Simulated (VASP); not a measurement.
# Sc2Ta3O: single point with PBE

Sc2Ta3O:

```
Sc Ta O
1.0
     3.38457    0.00000    0.00000
     0.00000    3.38457    0.00000
     0.00000    0.00000    7.51852
Sc Ta O
2 3 1
Direct
  0.50000 0.00000 0.73987
  0.00000 0.50000 0.26013
  0.50000 0.00000 0.38354
  0.00000 0.50000 0.61646
  0.00000 0.00000 0.00000
  0.50000 0.50000 0.00000
```

The cell was built from a structure type or drawn by symmetry, and may not be a known phase.

```json
{
 "Program": "VASP 6.6.1",
 "Task": "single point",
 "Functional": "PBE",
 "Potentials or basis": "VASP PAW PBE potentials, release 64 (Sc_sv, Ta_pv, O)",
 "Cutoff": "520 eV",
 "k mesh": "6 × 6 × 2",
 "Occupations": "gaussian, width 0.1 eV",
 "Spin": "no spin polarisation"
}
```

The pressure is 29.9 GPa, the largest force is 2.190 eV/Å and the band gap on the k mesh is zero (an odd number of electrons rules out a gap without spin polarisation).

Forces on the atoms (eV/Å):
```
Sc   0.000  0.000  2.008
Sc   0.000  0.000 -2.008
Ta   0.000  0.000  2.190
Ta   0.000  0.000 -2.190
Ta   0.000  0.000  0.000
O    0.000  0.000  0.000
```

Stress tensor (GPa, compression positive):
```
26.54  0.00  0.00
 0.00 26.54  0.00
 0.00  0.00 36.51
```

Levels at points of the mesh, in eV from the Fermi level:
```tsv
k point	band 27	band 28	band 29	band 30	band 31	band 32	band 33	band 34
(0.00, 0.00, 0.00)	-1.94	-0.85	-0.76	-0.66	-0.66	-0.25	0.05	0.05
(0.50, 0.00, 0.00)	-1.26	-1.25	-0.97	-0.92	0.23	0.37	0.77	1.09
(0.50, 0.50, 0.00)	-2.03	-0.25	0.47	0.79	1.33	1.51	1.59	1.59
(0.00, 0.00, 0.50)	-2.06	-1.20	-1.20	-0.72	-0.71	0.07	1.00	1.00
(0.50, 0.00, 0.50)	-1.55	-1.37	-0.56	-0.09	0.44	0.88	0.96	0.98
(0.50, 0.50, 0.50)	-0.83	-0.83	0.72	0.84	0.91	1.17	1.17	1.40
```

It took 57 s on 1 thread of Intel(R) Xeon(R) Platinum 8488C (Sapphire Rapids) (shared host), peak memory 0.23 GiB.

Caveat: the k points lie up to 0.42 Å⁻¹ apart, too coarse for converged energies and pressures of a metal; spin-orbit coupling is left out, which moves the levels of the heavy elements; an odd number of electrons without spin polarisation forces a metal; a magnetic or distorted state may lie lower.
